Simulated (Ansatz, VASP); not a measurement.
## Two plane-wave programs on Ta3I2

Contents of INCAR:

```
PREC = Accurate
ENCUT = 600
EDIFF = 1E-6
ISMEAR = 0
SIGMA = 0.1
LREAL = False
LASPH = True
NELM = 60
ALGO = Normal
ISIF = 3
LWAVE = False
LCHARG = False
GGA = PE
IBRION = 2
NSW = 90
EDIFFG = -0.04
```

KPOINTS

```
regular mesh
0
Gamma
  3 3 3
```

POSCAR

```
Ta3I2
1.0
    3.5198266386      2.0321728573      6.4066130567
   -3.5198266386      2.0321728573      6.4066130567
    0.0000000000     -4.0643457147      6.4066130567
Ta I
6 4
Direct
    0.0562500000      0.4437500000      0.7500000000
    0.7500000000      0.0562500000      0.4437500000
    0.4437500000      0.7500000000      0.0562500000
    0.9437500000      0.5562500000      0.2500000000
    0.2500000000      0.9437500000      0.5562500000
    0.5562500000      0.2500000000      0.9437500000
    0.8521800000      0.8521800000      0.8521800000
    0.6478200000      0.6478200000      0.6478200000
    0.1478200000      0.1478200000      0.1478200000
    0.3521800000      0.3521800000      0.3521800000
```

Input for Ansatz:

```yaml
crystal:
  lattice:
    - [3.5198266386, 2.0321728573, 6.4066130567]
    - [-3.5198266386, 2.0321728573, 6.4066130567]
    - [0.0, -4.0643457147, 6.4066130567]
  atoms:
    - { symbol: Ta, position: [0.05625, 0.44375, 0.75] }
    - { symbol: Ta, position: [0.75, 0.05625, 0.44375] }
    - { symbol: Ta, position: [0.44375, 0.75, 0.05625] }
    - { symbol: Ta, position: [0.94375, 0.55625, 0.25] }
    - { symbol: Ta, position: [0.25, 0.94375, 0.55625] }
    - { symbol: Ta, position: [0.55625, 0.25, 0.94375] }
    - { symbol: I, position: [0.85218, 0.85218, 0.85218] }
    - { symbol: I, position: [0.64782, 0.64782, 0.64782] }
    - { symbol: I, position: [0.14782, 0.14782, 0.14782] }
    - { symbol: I, position: [0.35218, 0.35218, 0.35218] }
basis:
  ecutwfc: 420
kpoints:
  mp_grid: { grid: [3, 3, 3] }
hamiltonian:
  xc: pbe
scf:
  occupations: { method: gaussian, width: 0.1 }
  lower_state_search: "off"
output:
  forces: true
  stress: true
  eigenvalues: true
relax:
  adjacent_minimum: "off"
  f_tol: 0.04
  max_steps: 70
  cell: { stress_tol: 0.4 }
```

Alike in both runs: task relaxation of cell and atoms; functional PBE; k mesh 3 × 3 × 3; occupations gaussian, width 0.1 eV; no spin polarisation.

```csv
,VASP,Ansatz
version,VASP 6.6.1,Ansatz 0.2.0
potentials or method,"VASP PAW PBE potentials, release 64 (Ta_pv, I), cutoff 600 eV","scalar-relativistic, plane waves, PAW"
valence electrons in the cell,94,146
```

Ansatz gave:

* gap on the k mesh at the Fermi level, each at its own relaxed structure (eV): none
* relaxed volume (Å³/atom): 23.69
* relaxed cell length with the largest relative difference (Å): 6.749

Q: Which values does VASP return?

A: gap on the k mesh at the Fermi level, each at its own relaxed structure (eV): none; relaxed volume (Å³/atom): 23.66; relaxed cell length with the largest relative difference (Å): 6.746.

A gap of «none» marks a metal or a gap that the smearing closes. VASP's potentials hold 94 valence electrons a cell and Ansatz's 146, so a difference there can come from the potentials and not from the codes.

The k mesh is coarse, so the values compare programs but aren't converged. Spin-orbit coupling is off throughout.
